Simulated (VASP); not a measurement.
# AgBr (Fm-3m) in VASP: further runs

Runs on AgBr. Level: LDA. Tasks: density of states, electric field gradients.

Program: VASP 6.6.1. These are calculated values, not measurements. Logs are shortened: lines on timing, memory, paths and dates and some standing lists are left out, and cuts for length are marked.

### Step 1. The cell of the first run

It takes space group Fm-3m (No. 225, cubic). The conventional cell has a = 5.772 Å, b = 5.772 Å, c = 5.772 Å, α = 90.00°, β = 90.00°, γ = 90.00°. Ag (site symmetry m-3m) has 6 Br at 2.89 Å within 3.8 Å. Br (site symmetry m-3m) has 6 Ag at 2.89 Å within 3.8 Å.

### Step 2. Density of states, LDA

POSCAR

```
AgBr
1.0
    0.0000000000      2.8860500000      2.8860500000
    2.8860500000      0.0000000000      2.8860500000
    2.8860500000      2.8860500000      0.0000000000
Ag Br
1 1
Direct
    0.5000000000      0.5000000000      0.5000000000
    0.0000000000      0.0000000000      0.0000000000
```

INCAR.step1

```
ALGO = Normal
EDIFF = 1E-6
ENCUT = 400
GGA = CA
GGA_COMPAT = F
ISIF = 2
ISMEAR = -1
LASPH = T
LCHARG = T
LMAXMIX = 4
LORBIT = 11
LREAL = F
LWAVE = F
NBANDS = 16
NEDOS = 2001
NELM = 120
PREC = Accurate
SIGMA = 0.03
```

KPOINTS.step1

```
k-points
0
Gamma
  7 7 7
```

INCAR.step2

```
ALGO = Normal
EDIFF = 1E-6
ENCUT = 400
GGA = CA
GGA_COMPAT = F
ICHARG = 11
ISIF = 2
ISMEAR = -5
LASPH = T
LCHARG = F
LMAXMIX = 4
LORBIT = 11
LREAL = F
LWAVE = F
NBANDS = 16
NEDOS = 2001
NELM = 120
PREC = Accurate
SIGMA = 0.03
```

KPOINTS.step2

```
k-points
0
Gamma
  11 11 11
```

Potentials or basis: VASP PAW LDA potentials, release 64 (Ag, Br).

Run with:

```sh
> cat potpaw_LDA.64/Ag/POTCAR potpaw_LDA.64/Br/POTCAR > POTCAR
> cp INCAR.step1 INCAR
> cp KPOINTS.step1 KPOINTS
> mpirun -np 1 vasp_std > vasp.out
> cp INCAR.step2 INCAR
> cp KPOINTS.step2 KPOINTS
> mpirun -np 1 vasp_std > vasp.out
```

OUTCAR:

```text
EDIFF = 1E-6
   ENCUT = 400
   GGA = CA
   ICHARG = 11
   ISIF = 2
   ISMEAR = -5
   LASPH = T
   LORBIT = 11
   LREAL = F
   NELM = 120
   PREC = Accurate

 ion  position               nearest neighbor table
   1  0.500  0.500  0.500-   2 2.89   2 2.89   2 2.89   2 2.89   2 2.89   2 2.89
   2  0.000  0.000  0.000-   1 2.89   1 2.89   1 2.89   1 2.89   1 2.89   1 2.89

  LATTYP: Found a face centered cubic cell.
 ALAT       =     5.7721000000

  Lattice vectors:

 A1 = (   0.0000000000,   2.8860500000,   2.8860500000)
 A2 = (   2.8860500000,   0.0000000000,   2.8860500000)
 A3 = (   2.8860500000,   2.8860500000,   0.0000000000)

Analysis of symmetry for initial positions (statically):
=====================================================================
 Subroutine PRICEL returns:
 Original cell was already a primitive cell.

 Routine SETGRP: Setting up the symmetry group for a
 face centered cubic supercell.

 Subroutine GETGRP returns: Found 48 space group operations
 (whereof 48 operations were pure point group operations)
 out of a pool of 48 trial point group operations.

The static configuration has the point symmetry O_h .

Analysis of symmetry for dynamics (positions and initial velocities):
=====================================================================
 Subroutine PRICEL returns:
 Original cell was already a primitive cell.

 Routine SETGRP: Setting up the symmetry group for a
 face centered cubic supercell.

 Subroutine GETGRP returns: Found 48 space group operations
 (whereof 48 operations were pure point group operations)
 out of a pool of 48 trial point group operations.

The dynamic configuration has the point symmetry O_h .

 Subroutine INISYM returns: Found 48 space group operations
 (whereof 48 operations are pure point group operations),
 and found     1 'primitive' translations

----------------------------------------------------------------------------------------

                                     Primitive cell

  volume of cell :      48.0775

  direct lattice vectors                    reciprocal lattice vectors
     0.000000000  2.886050000  2.886050000    -0.173247172  0.173247172  0.173247172
     2.886050000  0.000000000  2.886050000     0.173247172 -0.173247172  0.173247172
     2.886050000  2.886050000  0.000000000     0.173247172  0.173247172 -0.173247172

  length of vectors
     4.081491052  4.081491052  4.081491052     0.300072904  0.300072904  0.300072904

  position of ions in fractional coordinates (direct lattice)
     0.500000000  0.500000000  0.500000000
     0.000000000  0.000000000  0.000000000

  ion indices of the primitive-cell ions
   primitive index   ion index
                 1           1
                 2           2

----------------------------------------------------------------------------------------

 KPOINTS: k-points

Automatic generation of k-mesh.
 Grid dimensions read from file:
 generate k-points for:   11   11   11

 Generating k-lattice:

  Cartesian coordinates                     Fractional coordinates (reciprocal lattice)
    -0.015749743  0.015749743  0.015749743     0.090909091  0.000000000  0.000000000
     0.015749743 -0.015749743  0.015749743     0.000000000  0.090909091  0.000000000
     0.015749743  0.015749743 -0.015749743     0.000000000  0.000000000  0.090909091

  Length of vectors
     0.027279355  0.027279355  0.027279355

  Shift w.r.t. Gamma in fractional coordinates (k-lattice)
     0.000000000  0.000000000  0.000000000

 TETIRR: Found    201 inequivalent tetrahedra from     7986

 Subroutine IBZKPT returns following result:
 ===========================================

 Found     56 irreducible k-points:

 Following reciprocal coordinates:
            Coordinates               Weight
  0.000000  0.000000  0.000000      1.000000
  0.090909  0.000000  0.000000      8.000000
  0.181818  0.000000  0.000000      8.000000
  0.272727  0.000000  0.000000      8.000000
  0.363636  0.000000  0.000000      8.000000
  0.454545  0.000000  0.000000      8.000000
[... 16 lines left out ...]
 -0.272727  0.181818  0.000000     24.000000
 -0.181818  0.181818  0.000000     12.000000
 [... further k-points ...]
   k-points           NKPTS =     56   k-points in BZ     NKDIM =     56   number of bands    NBANDS=     16
   number of dos      NEDOS =   2001   number of ions     NIONS =      2
   total plane-waves  NPLWV =  21952
   dimension x,y,z NGX =    28 NGY =   28 NGZ =   28
   dimension x,y,z NGXF=    56 NGYF=   56 NGZF=   56
   ions per type =               1   1
   NGX,Y,Z   is equivalent  to a cutoff of  11.40, 11.40, 11.40 a.u.
   NGXF,Y,Z  is equivalent  to a cutoff of  22.81, 22.81, 22.81 a.u.
 SYSTEM =  unknown system
   PREC   = accura    normal or accurate (medium, high low for compatibility)
   ISTART =      0    job   : 0-new  1-cont  2-samecut
   ICHARG =     11    charge: 1-file 2-atom 10-const
   ISPIN  =      1    spin polarized calculation?
   LNONCOLLINEAR =      F non collinear calculations
   LSORBIT =      F    spin-orbit coupling
   LASPH  =      T    aspherical Exc in radial PAW
   ENCUT  =  400.0 eV  29.40 Ry    5.42 a.u.   6.66  6.66  6.66*2*pi/ulx,y,z
   NELM   =    120;   NELMIN=  2; NELMDL=  0     # of ELM steps
   EDIFF  = 0.1E-05   stopping-criterion for ELM
   LREAL  =      F    real-space projection
   EDIFFG = 0.1E-04   stopping-criterion for IOM
   NSW    =      0    number of steps for IOM
   IBRION =     -1    ionic relax: 0-MD 1-quasi-New 2-CG
   NFREE  =      0    steps in history (QN), initial steepest desc. (CG)
   ISIF   =      2    stress and relaxation
   ISYM   =      2    0-nonsym 1-usesym 2-fastsym
   POTIM  = 0.5000    time-step for ionic-motion
   TEBEG  =    0.0;   TEEND  =   0.0 temperature during run
   PSTRESS=    0.0 pullay stress
   NELECT =      18.0000    total number of electrons
   NUPDOWN=      -1.0000    fix difference up-down
   EMIN   =  10.00;   EMAX   =-10.00  energy-range for DOS
   EFERMI =   0.00;   METHOD = LEGACY
   ISMEAR =    -5;   SIGMA  =   0.03  broadening in eV -4-tet -1-fermi 0-gaus
   EFERMI_NEDOS =   21; number of points for ismear=-14 and -15
   IALGO  =     38    algorithm
   IMIX   =      4    mixing-type and parameters
     AMIX     =   0.40;   BMIX     =  1.00
     AMIX_MAG =   1.60;   BMIX_MAG =  1.00
  volume/ion in A,a.u.               =      24.04       162.22
  Fermi-wavevector in a.u.,A,eV,Ry     =   1.179918  2.229722 18.942118  1.392206
  Thomas-Fermi vector in A             =   2.316220
   LORBIT       =     11    0 simple, 1 ext, 2 COOP (PROOUT), +10 PAW based schemes
   GGA     = CA    functional components
   LHFCALC =     F    Hartree Fock is set to
   AEXX    =    0.0000 exact exchange contribution
   IVDW    =     0    specifies the selected vdW correction
   LEPSILON=     F    determine dielectric tensor
   LRPA    =     F    only Hartree local field effects (RPA)
 non-spin polarized calculation
 Fermi weights with tetrahedron method with Bloechl corrections
  energy-cutoff  :      400.00
  volume of cell :       48.08
 maximum number of plane-waves:       895

 number of electron      17.9999993 magnetization

 Free energy of the ion-electron system (eV)
  ---------------------------------------------------
  ext. energy  EPLUGINS =         0.00000000
  ---------------------------------------------------
  free energy    TOTEN  =        -6.33821207 eV

  energy without entropy =       -6.33821207  energy(sigma->0) =       -6.33821207

 E-fermi :   3.2590     XC(G=0): -10.1931

 val. band max:        3.2579674608   @ k =   0.4545   0.0000   0.0000
 cond. band min:       3.6990664818   @ k =   0.0000   0.0000   0.0000
 fundamental gap:      0.4410990210
 Fermi energy:         3.2589681493

 k-point     1 :       0.0000    0.0000    0.0000
  band No.  band energies     occupation
      1     -11.7028      2.00000
      2       0.4911      2.00000
      3       0.4911      2.00000
      4       0.4925      2.00000
      5       0.4925      2.00000
      6       0.4925      2.00000
[... 8 lines left out ...]
     15      14.7363      0.00000
     16      14.7363      0.00000

 k-point     2 :       0.0909    0.0000    0.0000
  band No.  band energies     occupation
      1     -11.6710      2.00000
      2       0.2602      2.00000
      3       0.2602      2.00000
      4       0.3400      2.00000
      5       0.5154      2.00000
      6       0.5154      2.00000
[... 8 lines left out ...]
     15      14.1610      0.00000
     16      14.3934      0.00000

 k-point     3 :       0.1818    0.0000    0.0000
  band No.  band energies     occupation
      1     -11.5836      2.00000
      2      -0.2706      2.00000
      3      -0.1215      2.00000
      4      -0.1215      2.00000
      5       0.5777      2.00000
      6       0.5777      2.00000
[... 8 lines left out ...]
     15      14.1655      0.00000
     16      14.2091      0.00000

 k-point     4 :       0.2727    0.0000    0.0000
  band No.  band energies     occupation
      1     -11.4641      2.00000
      2      -1.0063      2.00000
      3      -0.4562      2.00000
      4      -0.4562      2.00000
      5       0.6616      2.00000
      6       0.6616      2.00000
[... 8 lines left out ...]
     15      14.7096      0.00000
     16      14.7096      0.00000
[... 324 lines left out ...]
 k-point    22 :      -0.3636    0.1818    0.0000
  band No.  band energies     occupation
      1     -11.2644      2.00000
      2      -1.6028      2.00000
      3      -0.7835      2.00000
      4      -0.6475      2.00000
      5       0.7631      2.00000
      6       0.7749      2.00000
[... 8 lines left out ...]
     15      15.9943      0.00000
     16      16.4314      0.00000

 k-point    23 :      -0.2727    0.1818    0.0000
  band No.  band energies     occupation
      1     -11.3351      2.00000
      2      -1.4317      2.00000
      3      -0.7417      2.00000
      4      -0.3722      2.00000
      5       0.6930      2.00000
      6       0.7639      2.00000
[... 8 lines left out ...]
     15      16.3332      0.00000
     16      17.0342      0.00000

 k-point    24 :      -0.1818    0.1818    0.0000
  band No.  band energies     occupation
      1     -11.4325      2.00000
      2      -1.1183      2.00000
      3      -0.6039      2.00000
      4      -0.1017      2.00000
      5       0.6265      2.00000
      6       0.7170      2.00000
[... 8 lines left out ...]
     15      16.1222      0.00000
     16      16.1822      0.00000

 [... further k-points ...]

------------------------ aborting loop because EDIFF is reached ----------------------------------------

  FORCE on cell =-STRESS in cart. coord.  units (eV):
  Direction    XX          YY          ZZ          XY          YZ          ZX
  --------------------------------------------------------------------------------------
  -------------------------------------------------------------------------------------
  Total       -1.5001486     -1.5001486     -1.5001486      0.0000000     -0.0000000      0.0000000
  in kB      -49.9923241    -49.9923241    -49.9923241      0.0000000     -0.0000000      0.0000000
  external PRESSURE =     -49.9923241 kB  Pullay stress =       0.0000000 kB

 VOLUME and BASIS-vectors are now :
 -----------------------------------------------------------------------------
  energy-cutoff  :      400.00
  volume of cell :       48.08
      direct lattice vectors                 reciprocal lattice vectors
     0.000000000  2.886050000  2.886050000    -0.173247172  0.173247172  0.173247172
     2.886050000  0.000000000  2.886050000     0.173247172 -0.173247172  0.173247172
     2.886050000  2.886050000  0.000000000     0.173247172  0.173247172 -0.173247172

 POSITION                                       TOTAL-FORCE (eV/Angst)
 -----------------------------------------------------------------------------------
      2.88605      2.88605      2.88605         0.000000      0.000000     -0.000000
      0.00000      0.00000      0.00000        -0.000000     -0.000000      0.000000
 -----------------------------------------------------------------------------------
    total drift:                                0.000000      0.000000      0.000000

  FREE ENERGIE OF THE ION-ELECTRON SYSTEM (eV)
  ---------------------------------------------------
  free  energy   TOTEN  =        -6.3382120707 eV

  energy  without entropy=       -6.3382120707  energy(sigma->0) =       -6.33821207

 total charge

# of ion       s       p       d       tot
------------------------------------------
    1        0.235   0.153   9.330   9.718
    2        1.618   3.162   0.026   4.806
--------------------------------------------------
tot          1.853   3.315   9.356  14.524
```

Wall time 13 s (1 thread of Intel Xeon 6975P-C (Granite Rapids), shared host); peak memory 0.15 GiB.

What came out:

```
Valence electrons inside the program's atomic spheres : Ag 9.72; Br 4.81
```

(Continued in part 2 of 5.)
